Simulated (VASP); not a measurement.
Runs of VASP 6.6.1 on AlRh2. The structure is that of space group P6/mmm (No. 191), or close to it. The cells are those of the table. 

```tsv
cell	k mesh	gap on the mesh (eV)	pressure (GPa)
a = 4.295, b = 4.295, c = 2.753 Å, angles 90.0, 90.0, 120.0°, 3 atoms	6 × 6 × 6	none	0.0
a = 3.443, b = 3.443, c = 3.717 Å, angles 90.0, 90.0, 120.0°, 3 atoms	6 × 6 × 6	none	(a)
a = 4.297, b = 4.297, c = 2.741 Å, angles 90.0, 90.0, 120.0°, 3 atoms	12 × 12 × 16	none	0.0
a = 3.955, b = 3.955, c = 2.782 Å, angles 90.0, 90.0, 120.0°, 3 atoms	6 × 6 × 6	none	51.9
```

Alike in all rows: task single point; level PBE; potentials or basis VASP PAW PBE potentials, release 64 (Al, Rh_pv); no spin polarisation; cutoff (eV) 500; smearing gaussian 0.1 eV.

**Question.** Fill in the values left out.

**Answer.** (a) 147.7.

Caveats: some runs use coarse meshes.

A k mesh can miss the band edges, and the runs leave out spin-orbit coupling on Rh.

A gap of «none» marks levels without a gap at the run's occupations.
